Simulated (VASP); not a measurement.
# InSb (sol) (F-43m) in VASP: further runs, part 2 of 2

VASP 6.6.1. Earlier steps stand in the parts before.

**4. Relaxation of cell and atoms, PBEsol**

INCAR reads:

```
SYSTEM = InSb
  ALGO = Normal
  EDIFF = 1E-7
  EDIFFG = -0.002
  ENCUT = 600
  GGA = PS
  IBRION = 2
  ISIF = 3
  ISMEAR = 0
  LASPH = .TRUE.
  LCHARG = .FALSE.
  LREAL = .FALSE.
  LWAVE = .FALSE.
  NELM = 60
  NSW = 100
  PREC = Accurate
  SIGMA = 0.1
```

KPOINTS reads:

```
k-points
0
G
  12 12 12
  0 0 0
```

POSCAR reads:

```
InSb
1.0
    0.0000000000      3.3166107100      3.3166107100
    3.3166107100      0.0000000000      3.3166107100
    3.3166107100      3.3166107100      0.0000000000
In Sb
1 1
Direct
    0.0000000000      0.0000000000      0.0000000000
    0.7500000000      0.7500000000      0.7500000000
```

Potentials or basis: VASP PAW PBE potentials, release 64 (In_d, Sb).

Started as:

```bash
> cat potpaw_PBE.64/In_d/POTCAR potpaw_PBE.64/Sb/POTCAR > POTCAR
> mpirun -np 1 vasp_std > vasp.out
```

OUTCAR:

```text
SYSTEM = InSb
   EDIFF = 1E-7
   EDIFFG = -0.002
   ENCUT = 600
   GGA = PS
   IBRION = 2
   ISIF = 3
   ISMEAR = 0
   LASPH = .TRUE.
   LREAL = .FALSE.
   NELM = 60
   NSW = 100
   PREC = Accurate

 ion  position               nearest neighbor table
   1  0.000  0.000  0.000-   2 2.87   2 2.87   2 2.87   2 2.87
   2  0.750  0.750  0.750-   1 2.87   1 2.87   1 2.87   1 2.87

  LATTYP: Found a face centered cubic cell.
 ALAT       =     6.6332214200

  Lattice vectors:

 A1 = (   0.0000000000,   3.3166107100,   3.3166107100)
 A2 = (   3.3166107100,   0.0000000000,   3.3166107100)
 A3 = (   3.3166107100,   3.3166107100,   0.0000000000)

Analysis of symmetry for initial positions (statically):
=====================================================================
 Subroutine PRICEL returns:
 Original cell was already a primitive cell.

 Routine SETGRP: Setting up the symmetry group for a
 face centered cubic supercell.

 Subroutine GETGRP returns: Found 24 space group operations
 (whereof 24 operations were pure point group operations)
 out of a pool of 48 trial point group operations.

The static configuration has the point symmetry T_d .

Analysis of symmetry for dynamics (positions and initial velocities):
=====================================================================
 Subroutine PRICEL returns:
 Original cell was already a primitive cell.

 Routine SETGRP: Setting up the symmetry group for a
 face centered cubic supercell.

 Subroutine GETGRP returns: Found 24 space group operations
 (whereof 24 operations were pure point group operations)
 out of a pool of 48 trial point group operations.

The dynamic configuration has the point symmetry T_d .

 Subroutine INISYM returns: Found 24 space group operations
 (whereof 24 operations are pure point group operations),
 and found     1 'primitive' translations

----------------------------------------------------------------------------------------

                                     Primitive cell

  volume of cell :      72.9648

  direct lattice vectors                    reciprocal lattice vectors
     0.000000000  3.316610710  3.316610710    -0.150756312  0.150756312  0.150756312
     3.316610710  0.000000000  3.316610710     0.150756312 -0.150756312  0.150756312
     3.316610710  3.316610710  0.000000000     0.150756312  0.150756312 -0.150756312

  length of vectors
     4.690395847  4.690395847  4.690395847     0.261117592  0.261117592  0.261117592

  position of ions in fractional coordinates (direct lattice)
     0.000000000  0.000000000  0.000000000
     0.750000000  0.750000000  0.750000000

  ion indices of the primitive-cell ions
   primitive index   ion index
                 1           1
                 2           2

----------------------------------------------------------------------------------------

 KPOINTS: k-points

Automatic generation of k-mesh.
 Grid dimensions read from file:
 generate k-points for:   12   12   12

 Generating k-lattice:

  Cartesian coordinates                     Fractional coordinates (reciprocal lattice)
    -0.012563026  0.012563026  0.012563026     0.083333333  0.000000000  0.000000000
     0.012563026 -0.012563026  0.012563026     0.000000000  0.083333333  0.000000000
     0.012563026  0.012563026 -0.012563026     0.000000000  0.000000000  0.083333333

  Length of vectors
     0.021759799  0.021759799  0.021759799

  Shift w.r.t. Gamma in fractional coordinates (k-lattice)
     0.000000000  0.000000000  0.000000000

 Subroutine IBZKPT returns following result:
 ===========================================

 Found     72 irreducible k-points:

 Following reciprocal coordinates:
            Coordinates               Weight
  0.000000  0.000000  0.000000      1.000000
  0.083333  0.000000  0.000000      8.000000
  0.166667  0.000000  0.000000      8.000000
  0.250000  0.000000  0.000000      8.000000
  0.333333  0.000000  0.000000      8.000000
  0.416667  0.000000  0.000000      8.000000
[... 16 lines left out ...]
  0.500000  0.166667  0.000000     24.000000
 -0.416667  0.166667  0.000000     24.000000
 [... further k-points ...]
   k-points           NKPTS =     72   k-points in BZ     NKDIM =     72   number of bands    NBANDS=     13
   number of dos      NEDOS =    301   number of ions     NIONS =      2
   total plane-waves  NPLWV =  64000
   dimension x,y,z NGX =    40 NGY =   40 NGZ =   40
   dimension x,y,z NGXF=    80 NGYF=   80 NGZF=   80
   ions per type =               1   1
   NGX,Y,Z   is equivalent  to a cutoff of  14.18, 14.18, 14.18 a.u.
   NGXF,Y,Z  is equivalent  to a cutoff of  28.36, 28.36, 28.36 a.u.
 SYSTEM =  InSb
   PREC   = accura    normal or accurate (medium, high low for compatibility)
   ISTART =      0    job   : 0-new  1-cont  2-samecut
   ICHARG =      2    charge: 1-file 2-atom 10-const
   ISPIN  =      1    spin polarized calculation?
   LNONCOLLINEAR =      F non collinear calculations
   LSORBIT =      F    spin-orbit coupling
   LASPH  =      T    aspherical Exc in radial PAW
   ENCUT  =  600.0 eV  44.10 Ry    6.64 a.u.   9.37  9.37  9.37*2*pi/ulx,y,z
   NELM   =     60;   NELMIN=  2; NELMDL= -5     # of ELM steps
   EDIFF  = 0.1E-06   stopping-criterion for ELM
   LREAL  =      F    real-space projection
   EDIFFG = -.2E-02   stopping-criterion for IOM
   NSW    =    100    number of steps for IOM
   IBRION =      2    ionic relax: 0-MD 1-quasi-New 2-CG
   NFREE  =      1    steps in history (QN), initial steepest desc. (CG)
   ISIF   =      3    stress and relaxation
   ISYM   =      2    0-nonsym 1-usesym 2-fastsym
   POTIM  = 0.5000    time-step for ionic-motion
   TEBEG  =    0.0;   TEEND  =   0.0 temperature during run
   PSTRESS=    0.0 pullay stress
   NELECT =      18.0000    total number of electrons
   NUPDOWN=      -1.0000    fix difference up-down
   EMIN   =  10.00;   EMAX   =-10.00  energy-range for DOS
   EFERMI =   0.00;   METHOD = LEGACY
   ISMEAR =     0;   SIGMA  =   0.10  broadening in eV -4-tet -1-fermi 0-gaus
   EFERMI_NEDOS =   21; number of points for ismear=-14 and -15
   IALGO  =     38    algorithm
   IMIX   =      4    mixing-type and parameters
     AMIX     =   0.40;   BMIX     =  1.00
     AMIX_MAG =   1.60;   BMIX_MAG =  1.00
  volume/ion in A,a.u.               =      36.48       246.20
  Fermi-wavevector in a.u.,A,eV,Ry     =   1.026742  1.940260 14.343239  1.054198
  Thomas-Fermi vector in A             =   2.160650
   LORBIT       =      0    0 simple, 1 ext, 2 COOP (PROOUT), +10 PAW based schemes
   GGA     = PS    functional components
   LHFCALC =     F    Hartree Fock is set to
   AEXX    =    0.0000 exact exchange contribution
   IVDW    =     0    specifies the selected vdW correction
   LEPSILON=     F    determine dielectric tensor
   LRPA    =     F    only Hartree local field effects (RPA)
 conjugate gradient relaxation of ions
 non-spin polarized calculation
 Gauss-broadening in eV      SIGMA  =   0.10
  energy-cutoff  :      600.00
  volume of cell :       72.96
 maximum number of plane-waves:      2468
 NGX is ok and might be reduce to    40
   NGX = 19   NGY = 19   NGZ = 19

--------------------------------------- Ionic step        1  -------------------------------------------

 number of electron      18.0000000 magnetization

 Free energy of the ion-electron system (eV)
  ---------------------------------------------------
  ext. energy  EPLUGINS =         0.00000000
  ---------------------------------------------------
  free energy    TOTEN  =        -7.67807674 eV

  energy without entropy =       -7.67792315  energy(sigma->0) =       -7.67799994

 E-fermi :   4.3070     XC(G=0):  -8.5714

 val. band max:        4.2460952304   @ k =   0.0000   0.0000   0.0000
 cond. band min:       4.6017931306   @ k =   0.5000   0.0000   0.0000
 fundamental gap:      0.3556979001
 Fermi energy:         4.3070176562

 k-point     1 :       0.0000    0.0000    0.0000
  band No.  band energies     occupation
      1     -10.1569      2.00000
      2     -10.1569      2.00000
      3     -10.1569      2.00000
      4     -10.0886      2.00000
      5     -10.0886      2.00000
      6      -6.0755      2.00000
      7       3.5929      2.00000
      8       4.2461      1.61108
      9       4.2461      1.61108
     10       4.2461      1.61108
     11       7.1825      0.00000
     12       7.1825      0.00000
     13       7.1825      0.00000
[... 437 lines left out ...]
  energy  without entropy=       -7.6994328634  energy(sigma->0) =       -7.69950564

--------------------------------------- Ionic step        3  -------------------------------------------

 number of electron      17.9999999 magnetization

 Free energy of the ion-electron system (eV)
  ---------------------------------------------------
  ext. energy  EPLUGINS =         0.00000000
  ---------------------------------------------------
  free energy    TOTEN  =        -7.70125389 eV

  energy without entropy =       -7.70110656  energy(sigma->0) =       -7.70118022

 E-fermi :   4.8162     XC(G=0):  -8.7871

 val. band max:        4.7599116374   @ k =   0.0000   0.0000   0.0000
 cond. band min:       5.1986171562   @ k =   0.5000   0.0000   0.0000
 fundamental gap:      0.4387055188
 Fermi energy:         4.8161791784

 k-point     1 :       0.0000    0.0000    0.0000
  band No.  band energies     occupation
      1      -9.7395      2.00000
      2      -9.7395      2.00000
      3      -9.7395      2.00000
      4      -9.6583      2.00000
      5      -9.6583      2.00000
      6      -5.8679      2.00000
      7       4.3899      2.00000
      8       4.7599      1.57382
      9       4.7599      1.57382
     10       4.7599      1.57382
     11       7.6937      0.00000
     12       7.6937      0.00000
     13       7.6937      0.00000
[... 397 lines left out ...]
  FREE ENERGIE OF THE ION-ELECTRON SYSTEM (eV)
  ---------------------------------------------------
  free  energy   TOTEN  =        -7.7012538883 eV

  energy  without entropy=       -7.7011065570  energy(sigma->0) =       -7.70118022

 reached required accuracy - stopping structural energy minimisation
```

CONTCAR:

```text
InSb
   1.00000000000000
    -0.0000000000000000    3.2604061084426936    3.2604061084426936
     3.2604061084426936    0.0000000000000000    3.2604061084426936
     3.2604061084426936    3.2604061084426936   -0.0000000000000000
  In              Sb
     1     1
Direct
     0.0000000000000000    0.0000000000000000    0.0000000000000000
     0.7500000000000000    0.7500000000000000    0.7500000000000000

  0.00000000E+00  0.00000000E+00  0.00000000E+00
  0.00000000E+00  0.00000000E+00  0.00000000E+00
```

It took 3.5 min on 1 thread of Intel Xeon Platinum 8259CL at 2.50GHz (Skylake/Cascade Lake), shared host; peak memory 0.3 GiB.

Results:

```
Free energy                            : -7.7013 eV
Relaxed volume                         : 34.66 Å³/atom
Relaxed cell                           : a = 4.611 Å, b = 4.611 Å, c = 4.611 Å, α = 60.00°, β = 60.00°, γ = 60.00°
Space group after relaxing (to 0.05 Å) : F-43m (No. 216)
Energy gained by relaxing              : 11.6 meV/atom
Ionic steps                            : 3
Pressure after relaxing                : 0.0 GPa
Band gap on the k mesh                 : zero (filled and empty bands touch)
```

The path:
```
step  energy change (eV)  largest force (eV/Å)  pressure (GPa)  volume (Å³)
   1              0.0000                0.0000           -1.94        72.96
   2             -0.0215                0.0000            0.59        68.40
   3             -0.0232                0.0000            0.00        69.32
```

Final structure:
```cif
data_structure
_symmetry_space_group_name_H-M 'P 1'
_symmetry_Int_Tables_number 1
_cell_length_a 4.6109
_cell_length_b 4.6109
_cell_length_c 4.6109
_cell_angle_alpha 60.000
_cell_angle_beta 60.000
_cell_angle_gamma 60.000
_cell_volume 69.32
loop_
_atom_site_label
_atom_site_type_symbol
_atom_site_fract_x
_atom_site_fract_y
_atom_site_fract_z
_atom_site_occupancy
In1 In 0.00000 0.00000 0.00000 1
Sb1 Sb 0.75000 0.75000 0.75000 1
```

Levels at points of the mesh, in eV from the Fermi level:
```
           k point  band 6  band 7  band 8  band 9  band 10  band 11  band 12  band 13
(0.00, 0.00, 0.00)  -10.68   -0.43   -0.06   -0.06    -0.06     2.88     2.88     2.88
(0.50, 0.00, 0.00)   -9.36   -5.62   -1.04   -1.04     0.38     3.72     3.72     5.91
(0.50, 0.50, 0.00)   -8.77   -5.92   -2.27   -2.27     1.22     1.24     7.95     7.95
```

Caveat: the PAW data sets were made with another functional, which shifts forces and pressure a little; spin-orbit coupling is left out, which moves the levels of the heavy elements.

**5. Summary**

```csv
task,cell,k mesh,cutoff (eV),gap on the mesh (eV),pressure (GPa)
single point,"a = 4.690 Å, angles 60.0°, 2 atoms",6 × 6 × 6,520,none,-1.9
single point,"a = 4.610 Å, angles 60.0°, 2 atoms",12 × 12 × 12,520,none,0.0
relaxation of cell and atoms,"relaxed from a = 4.690 Å, angles 60.0°, 2 atoms",12 × 12 × 12,600,none,0.0
```

Alike in all rows: level PBEsol; potentials or basis VASP PAW PBE potentials, release 64 (In_d, Sb); no spin polarisation; smearing gaussian 0.1 eV.

Caveats: the PAW data sets were made with another functional, which shifts forces and pressure a little; spin-orbit coupling is left out, which moves the levels of the heavy elements.

Total energies depend on the potentials used, so only differences within one code and one set of settings carry meaning.
